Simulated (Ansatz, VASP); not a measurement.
## Two plane-wave programs on Au

```
Au
1.0
     0.00000    2.09664    1.94322
     2.09664    0.00000    1.94322
     2.09664    2.09664    0.00000
Au
1
Direct
  0.00000 0.00000 0.00000
```

Change from the starting cell: strain +0.025 along x and y, -0.050 along z, atoms carried along.

Alike in both runs: task single point; functional PBEsol; k mesh 20 × 20 × 20; occupations gaussian, width 0.15 eV; no spin polarisation.

```csv
,VASP,Ansatz
version,VASP 6.6.1,Ansatz 0.2.0
potentials or method,"VASP PAW PBE potentials, release 64 (Au), cutoff 520 eV","scalar-relativistic, plane waves, PAW"
valence electrons in the cell,11,19
```

Ansatz gave:

```
gap on the k mesh at the Fermi level (eV)                     : none
pressure (GPa)                                                : -0.5
traceless stress, the component that is largest in VASP (GPa) : 1.08
```

Q: Estimate VASP's values.

A: gap on the k mesh at the Fermi level (eV): none; pressure (GPa): -0.8; traceless stress, the component that is largest in VASP (GPa): 1.09.

VASP's potentials were made for PBE, not for PBEsol. A gap of «none» marks a metal or a gap that the smearing closes. VASP's potentials hold 11 valence electrons a cell and Ansatz's 19, so a difference there can come from the potentials and not from the codes.

Spin-orbit coupling is off throughout.
